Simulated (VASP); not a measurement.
# Ge (Cmmm) in VASP: notebook

The runs below take Ge through single point, with PBEsol.

All numbers are computed with VASP 6.6.1; they aren't measurements. Logs are shortened: lines on timing, memory, paths and dates and some standing lists are left out, and cuts for length are marked.

### Step 1. The cell of the first run

It takes space group Cmmm (No. 65, orthorhombic). The conventional cell has a = 2.724 Å, b = 4.963 Å, c = 2.643 Å, α = 90.00°, β = 90.00°, γ = 90.00°. Ge (site symmetry mmm) has 8 Ge at 2.64 to 2.83 Å within 3.5 Å.

### Step 2. Single point, PBEsol (strain -0.015 along x and y, +0.000 along z)

INCAR

```
SYSTEM = Ge
PREC = Accurate
ENCUT = 520
EDIFF = 1E-7
ISMEAR = 0
SIGMA = 0.15
LREAL = .False.
LASPH = .True.
NELM = 80
ALGO = Normal
ISIF = 2
LWAVE = .False.
LCHARG = .True.
GGA = PS
LELF = .True.
LVHAR = .True.
NBANDS = 13
```

KPOINTS

```
Automatic mesh
0
Gamma
  24 24 22
  0 0 0
```

POSCAR

```
Ge
1.0
    1.3618665307     -2.4817087226      0.0000000000
    1.3618665307      2.4817087226      0.0000000000
    0.0000000000      0.0000000000      2.6427277821
Ge
1
Direct
    0.5000000000      0.5000000000      0.0000000000
```

Potentials or basis: VASP PAW PBE potentials, release 64 (Ge_d).

On the command line:

```console
$ cat potpaw_PBE.64/Ge_d/POTCAR > POTCAR
$ mpirun -np 1 vasp_std > vasp.out
```

OUTCAR:

```text
SYSTEM = Ge
   PREC = Accurate
   ENCUT = 520
   EDIFF = 1E-7
   ISMEAR = 0
   LREAL = .False.
   LASPH = .True.
   NELM = 80
   ISIF = 2
   GGA = PS

 ion  position               nearest neighbor table
   1  0.500  0.500  0.000-

  LATTYP: Found a base centered orthorhombic cell.
 ALAT       =     2.7237330614
 B/A-ratio  =     1.8222848324
 C/A-ratio  =     0.9702594647

  Lattice vectors:

 A1 = (   1.3618665307,  -2.4817087226,   0.0000000000)
 A2 = (   1.3618665307,   2.4817087226,   0.0000000000)
 A3 = (   0.0000000000,   0.0000000000,   2.6427277821)

Analysis of symmetry for initial positions (statically):
=====================================================================
 Subroutine PRICEL returns:
 Original cell was already a primitive cell.

 Routine SETGRP: Setting up the symmetry group for a
 base centered orthorhombic supercell.

 Subroutine GETGRP returns: Found  8 space group operations
 (whereof  8 operations were pure point group operations)
 out of a pool of  8 trial point group operations.

The static configuration has the point symmetry D_2h.

Analysis of symmetry for dynamics (positions and initial velocities):
=====================================================================
 Subroutine PRICEL returns:
 Original cell was already a primitive cell.

 Routine SETGRP: Setting up the symmetry group for a
 base centered orthorhombic supercell.

 Subroutine GETGRP returns: Found  8 space group operations
 (whereof  8 operations were pure point group operations)
 out of a pool of  8 trial point group operations.

The dynamic configuration has the point symmetry D_2h.

 Subroutine INISYM returns: Found  8 space group operations
 (whereof  8 operations are pure point group operations),
 and found     1 'primitive' translations

----------------------------------------------------------------------------------------

                                     Primitive cell

  volume of cell :      17.8636

  direct lattice vectors                    reciprocal lattice vectors
     1.361866531 -2.481708723  0.000000000     0.367143174 -0.201474087  0.000000000
     1.361866531  2.481708723  0.000000000     0.367143174  0.201474087  0.000000000
     0.000000000  0.000000000  2.642727782     0.000000000  0.000000000  0.378396900

  length of vectors
     2.830822960  2.830822960  2.642727782     0.418791019  0.418791019  0.378396900

  position of ions in fractional coordinates (direct lattice)
     0.500000000  0.500000000  0.000000000

  ion indices of the primitive-cell ions
   primitive index   ion index
                 1           1
[... 77 lines left out ...]
   NFREE  =      0    steps in history (QN), initial steepest desc. (CG)
   ISIF   =      2    stress and relaxation
   ISYM   =      2    0-nonsym 1-usesym 2-fastsym
   POTIM  = 0.5000    time-step for ionic-motion
   TEBEG  =    0.0;   TEEND  =   0.0 temperature during run
   PSTRESS=    0.0 pullay stress
   NELECT =      14.0000    total number of electrons
   NUPDOWN=      -1.0000    fix difference up-down
   EMIN   =  10.00;   EMAX   =-10.00  energy-range for DOS
   EFERMI =   0.00;   METHOD = LEGACY
   ISMEAR =     0;   SIGMA  =   0.15  broadening in eV -4-tet -1-fermi 0-gaus
   EFERMI_NEDOS =   21; number of points for ismear=-14 and -15
   IALGO  =     38    algorithm
   IMIX   =      4    mixing-type and parameters
     AMIX     =   0.40;   BMIX     =  1.00
     AMIX_MAG =   1.60;   BMIX_MAG =  1.00
  volume/ion in A,a.u.               =      17.86       120.55
  Fermi-wavevector in a.u.,A,eV,Ry     =   1.509367  2.852290 30.996649  2.278189
  Thomas-Fermi vector in A             =   2.619699
   LORBIT       =      0    0 simple, 1 ext, 2 COOP (PROOUT), +10 PAW based schemes
   GGA     = PS    functional components
   LHFCALC =     F    Hartree Fock is set to
   AEXX    =    0.0000 exact exchange contribution
   IVDW    =     0    specifies the selected vdW correction
   LEPSILON=     F    determine dielectric tensor
   LRPA    =     F    only Hartree local field effects (RPA)
 non-spin polarized calculation
 Gauss-broadening in eV      SIGMA  =   0.15
  energy-cutoff  :      520.00
  volume of cell :       17.86
 maximum number of plane-waves:       494
 NGX is ok and might be reduce to    24
   NGX = 11   NGY = 11   NGZ =  9

 number of electron      14.0000001 magnetization

 Free energy of the ion-electron system (eV)
  ---------------------------------------------------
  ext. energy  EPLUGINS =         0.00000000
  ---------------------------------------------------
  free energy    TOTEN  =        -4.74503018 eV

  energy without entropy =       -4.74044828  energy(sigma->0) =       -4.74273923

 E-fermi :   7.1197     XC(G=0): -11.6579

 val. band max:        7.1192408487   @ k =   0.4167   0.3750   0.1364
 cond. band min:       7.1234456683   @ k =   0.4167   0.1667   0.4091
 fundamental gap:      0.0042048196
 Fermi energy:         7.1196800755

 k-point     1 :       0.0000    0.0000    0.0000
  band No.  band energies     occupation
      1     -17.6443      2.00000
      2     -17.5580      2.00000
      3     -17.5096      2.00000
      4     -17.3685      2.00000
      5     -17.3545      2.00000
      6      -6.5695      2.00000
      7      13.8428      0.00000
      8      15.4506      0.00000
      9      16.6000      0.00000
     10      17.4120      0.00000
     11      20.7962      0.00000
     12      22.6020      0.00000
     13      22.9742      0.00000
[... 354 lines left out ...]
  band No.  band energies     occupation
      1     -17.6172      2.00000
      2     -17.5061      2.00000
      3     -17.4291      2.00000
      4     -17.3834      2.00000
      5     -17.3721      2.00000
      6      -0.9548      2.00000
      7       1.3626      2.00000
      8      10.6396      0.00000
      9      15.6645      0.00000
     10      18.2585      0.00000
     11      23.5877      0.00000
     12      24.3352      0.00000
     13      24.6804      0.00000

 [... further k-points ...]
[... 5 lines left out ...]
  --------------------------------------------------------------------------------------
  -------------------------------------------------------------------------------------
  Total        0.5820951      0.2487834      0.0027781      0.0000000      0.0000000      0.0000000
  in kB       52.2079671     22.3133243      0.2491666      0.0000000      0.0000000      0.0000000
  external PRESSURE =      24.9234860 kB  Pullay stress =       0.0000000 kB

 VOLUME and BASIS-vectors are now :
 -----------------------------------------------------------------------------
  energy-cutoff  :      520.00
  volume of cell :       17.86
      direct lattice vectors                 reciprocal lattice vectors
     1.361866531 -2.481708723  0.000000000     0.367143174 -0.201474087  0.000000000
     1.361866531  2.481708723  0.000000000     0.367143174  0.201474087  0.000000000
     0.000000000  0.000000000  2.642727782     0.000000000  0.000000000  0.378396900

 POSITION                                       TOTAL-FORCE (eV/Angst)
 -----------------------------------------------------------------------------------
      1.36187      0.00000      0.00000        -0.000000     -0.000000      0.000000
 -----------------------------------------------------------------------------------
    total drift:                               -0.000000     -0.000000     -0.000000

  FREE ENERGIE OF THE ION-ELECTRON SYSTEM (eV)
  ---------------------------------------------------
  free  energy   TOTEN  =        -4.7450301783 eV

  energy  without entropy=       -4.7404482805  energy(sigma->0) =       -4.74273923
```

stdout:

```text
POSCAR found type information on POSCAR Ge
 POSCAR found :  1 types and       1 ions
 scaLAPACK will be used
 -----------------------------------------------------------------------------
|                                                                             |
|                                                                             |
|     You enforced a specific xc type in the INCAR file but a different       |
|     I HOPE YOU KNOW WHAT YOU ARE DOING!                                     |
|                                                                             |
 -----------------------------------------------------------------------------

 LDA part: xc-table for (Slater+PW92), standard interpolation
 POSCAR, INCAR and KPOINTS ok, starting setup
 FFT: planning ... GRIDC
 FFT: planning ... GRID_SOFT
 FFT: planning ... GRID
 WAVECAR not read
 entering main loop
```

Wall time 4.6 min (1 thread of Intel Xeon 8259CL, shared host); peak memory 0.48 GiB.

Results:

| Item | Value |
| --- | --- |
| Free energy | -4.7450 eV |
| Pressure | 2.5 GPa |
| Band gap on the k mesh | zero (bands 7 and 8 overlap by 10.54 eV) |

Stress tensor (GPa, compression positive):
```
5.22 0.00 0.00
0.00 2.23 0.00
0.00 0.00 0.02
```

Caveat: the cell differs from its parent crystal (strain -0.015 along x and y, +0.000 along z); the stress differs along the axes, from 0 to 5 GPa; the PAW data sets were made with another functional, which shifts forces and pressure a little.

### Step 3. Single point, PBEsol (strain +0.000 along x and y, -0.015 along z)

INCAR

```
SYSTEM = Ge
PREC = Accurate ; ENCUT = 520
EDIFF = 1E-6 ; ISMEAR = 0
SIGMA = 0.15 ; LREAL = .FALSE.
LASPH = .TRUE. ; NELM = 80
ALGO = Normal ; ISIF = 2
LWAVE = .FALSE. ; LCHARG = .FALSE.
GGA = PS ; NBANDS = 13
```

KPOINTS

```
regular mesh
0
G
  24 24 22
  0 0 0
```

POSCAR

```
Ge
1.0
    1.3826056149     -2.5195012412      0.0000000000
    1.3826056149      2.5195012412      0.0000000000
    0.0000000000      0.0000000000      2.6030868654
Ge
1
Direct
    0.5000000000      0.5000000000      0.0000000000
```

Potentials or basis: VASP PAW PBE potentials, release 64 (Ge_d).

On the command line:

```console
$ cat potpaw_PBE.64/Ge_d/POTCAR > POTCAR
$ mpirun -np 1 vasp_std > vasp.out
```

It took 4.1 min on 1 thread of Intel Xeon 8259CL, shared host; peak memory 0.49 GiB.

The run converged. Its results:

* Free energy: -4.7499 eV
* Pressure: 1.1 GPa
* Band gap on the k mesh: zero (bands 7 and 8 overlap by 11.15 eV)

Stress tensor (GPa, compression positive):
```
 1.53  0.00  0.00
 0.00 -1.12  0.00
 0.00  0.00  2.90
```

Levels at points of the mesh, in eV from the Fermi level:
```
           k point  band 5  band 6  band 7  band 8  band 9  band 10
(0.00, 0.00, 0.00)  -24.47  -13.55    7.47    7.72    8.81    10.74
(0.50, 0.00, 0.00)  -24.50   -8.19   -5.84    3.61    7.66    11.63
(0.50, 0.50, 0.00)  -24.48   -8.84   -6.01    4.94    8.91    11.12
(0.00, 0.00, 0.50)  -24.51   -9.22   -6.23   11.04   12.14    16.61
(0.50, 0.00, 0.50)  -24.38   -3.39   -2.36   -1.98    3.41     6.93
(0.50, 0.50, 0.50)  -24.40   -4.12   -2.49   -2.45    3.12     8.28
```

Caveat: the cell differs from its parent crystal (strain +0.000 along x and y, -0.015 along z); the PAW data sets were made with another functional, which shifts forces and pressure a little.

### Step 4. Single point, PBEsol (strain -0.015 along x and y, +0.015 along z)

INCAR

```
SYSTEM = Ge
PREC = Accurate ; ENCUT = 520
EDIFF = 1E-6 ; ISMEAR = 0
SIGMA = 0.15 ; LREAL = .False.
LASPH = .True. ; NELM = 80
ALGO = Normal ; ISIF = 2
LWAVE = .False. ; LCHARG = .False.
GGA = PS ; NBANDS = 13
```

KPOINTS

```
Automatic mesh
0
Gamma
  24 24 22
  0 0 0
```

POSCAR

```
Ge
1.0
    1.3618665307     -2.4817087226      0.0000000000
    1.3618665307      2.4817087226      0.0000000000
    0.0000000000      0.0000000000      2.6823686988
Ge
1
Direct
    0.5000000000      0.5000000000      0.0000000000
```

Potentials or basis: VASP PAW PBE potentials, release 64 (Ge_d).

On the command line:

```console
$ cat potpaw_PBE.64/Ge_d/POTCAR > POTCAR
$ mpirun -np 1 vasp_std > vasp.out
```

OUTCAR:

```text
SYSTEM = Ge
   PREC = Accurate
   ENCUT = 520
   EDIFF = 1E-6
   ISMEAR = 0
   LREAL = .False.
   LASPH = .True.
   NELM = 80
   ISIF = 2
   GGA = PS

 ion  position               nearest neighbor table
   1  0.500  0.500  0.000-

  LATTYP: Found a base centered orthorhombic cell.
 ALAT       =     2.7237330614
 B/A-ratio  =     1.8222848324
 C/A-ratio  =     0.9848133566

  Lattice vectors:

 A1 = (   1.3618665307,  -2.4817087226,   0.0000000000)
 A2 = (   1.3618665307,   2.4817087226,   0.0000000000)
 A3 = (   0.0000000000,   0.0000000000,   2.6823686988)

[... 555 lines left out ...]
      6      -0.9872      2.00000
      7       1.2962      2.00000
      8      10.5806      0.00000
      9      15.5982      0.00000
     10      17.6144      0.00000
     11      22.9816      0.00000
     12      23.6746      0.00000
     13      24.0629      0.00000

 [... further k-points ...]
[... 5 lines left out ...]
  --------------------------------------------------------------------------------------
  -------------------------------------------------------------------------------------
  Total        0.5248136      0.2219054     -0.2861711      0.0000000      0.0000000      0.0000000
  in kB       46.3747761     19.6085101    -25.2873011      0.0000000      0.0000000      0.0000000
  external PRESSURE =      13.5653283 kB  Pullay stress =       0.0000000 kB

 VOLUME and BASIS-vectors are now :
 -----------------------------------------------------------------------------
  energy-cutoff  :      520.00
  volume of cell :       18.13
      direct lattice vectors                 reciprocal lattice vectors
     1.361866531 -2.481708723  0.000000000     0.367143174 -0.201474087  0.000000000
     1.361866531  2.481708723  0.000000000     0.367143174  0.201474087  0.000000000
     0.000000000  0.000000000  2.682368699     0.000000000  0.000000000  0.372804827

 POSITION                                       TOTAL-FORCE (eV/Angst)
 -----------------------------------------------------------------------------------
      1.36187      0.00000      0.00000        -0.000000     -0.000000      0.000000
 -----------------------------------------------------------------------------------
    total drift:                               -0.000000     -0.000000     -0.000000

  FREE ENERGIE OF THE ION-ELECTRON SYSTEM (eV)
  ---------------------------------------------------
  free  energy   TOTEN  =        -4.7432106873 eV

  energy  without entropy=       -4.7384518848  energy(sigma->0) =       -4.74083129
```

stdout:

```text
POSCAR found type information on POSCAR Ge
 POSCAR found :  1 types and       1 ions
 scaLAPACK will be used
 -----------------------------------------------------------------------------
|                                                                             |
|                                                                             |
|     You enforced a specific xc type in the INCAR file but a different       |
|     I HOPE YOU KNOW WHAT YOU ARE DOING!                                     |
|                                                                             |
 -----------------------------------------------------------------------------

 LDA part: xc-table for (Slater+PW92), standard interpolation
 POSCAR, INCAR and KPOINTS ok, starting setup
 FFT: planning ... GRIDC
 FFT: planning ... GRID_SOFT
 FFT: planning ... GRID
 WAVECAR not read
 entering main loop
```

Run time: 3.9 min. Hardware: 1 thread of Intel Xeon 8259CL, shared host; peak memory 0.49 GiB.

What came out:

```
Free energy            : -4.7432 eV
Pressure               : 1.4 GPa
Band gap on the k mesh : zero (bands 7 and 8 overlap by 10.11 eV)
```

Levels at points of the mesh, in eV from the Fermi level:
| k point | band 5 | band 6 | band 7 | band 8 | band 9 | band 10 |
| --- | --- | --- | --- | --- | --- | --- |
| (0.00, 0.00, 0.00) | -24.46 | -13.56 | 6.26 | 8.46 | 9.61 | 9.95 |
| (0.50, 0.00, 0.00) | -24.47 | -7.85 | -5.81 | 4.09 | 8.12 | 10.69 |
| (0.50, 0.50, 0.00) | -24.48 | -8.53 | -5.99 | 5.48 | 9.41 | 10.15 |
| (0.00, 0.00, 0.50) | -24.53 | -9.74 | -6.24 | 11.36 | 12.52 | 17.23 |
| (0.50, 0.00, 0.50) | -24.39 | -3.60 | -2.76 | -1.65 | 3.39 | 6.99 |
| (0.50, 0.50, 0.50) | -24.40 | -4.37 | -2.90 | -2.16 | 3.08 | 8.39 |

Caveat: the cell differs from its parent crystal (strain -0.015 along x and y, +0.015 along z); the stress differs along the axes, from -3 to 5 GPa; the PAW data sets were made with another functional, which shifts forces and pressure a little.

(Part 1 of 2 ends here.)
